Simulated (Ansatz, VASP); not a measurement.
**Re: VASP beside Ansatz**

```xyz
1
Lattice="0.0000 1.9849 1.9750 1.9750 0.0000 1.9750 1.9750 1.9849 0.0000" Properties=species:S:1:pos:R:3 pbc="T T T"
Re    0.0000    0.0000    0.0000
```

Change from the starting cell: strain +0.0050 x Voigt [0, 1, 0, 0, 0, 0], atoms carried along.

Alike in both runs: task single point; functional PBEsol; k mesh 20 × 20 × 20; occupations gaussian, width 0.15 eV; no spin polarisation.

|  | VASP | Ansatz |
| --- | --- | --- |
| version | VASP 6.6.1 | Ansatz 0.2.0 |
| potentials or method | VASP PAW PBE potentials, release 64 (Re), cutoff 520 eV | scalar-relativistic, plane waves, PAW |
| valence electrons in the cell | 7 | 15 |

|  | VASP | Ansatz | Ansatz less VASP |
| --- | --- | --- | --- |
| gap on the k mesh at the Fermi level (eV) | none | none | - |
| pressure (GPa) | -20.6 | -20.0 | +0.53 |
| traceless stress, the component that is largest in VASP (GPa) | -0.89 | -0.89 | -0.008 |

VASP's potentials were made for PBE, not for PBEsol. A gap of «none» marks a metal or a gap that the smearing closes. VASP's potentials hold 7 valence electrons a cell and Ansatz's 15, so a difference there can come from the potentials and not from the codes.

Spin-orbit coupling is off throughout.
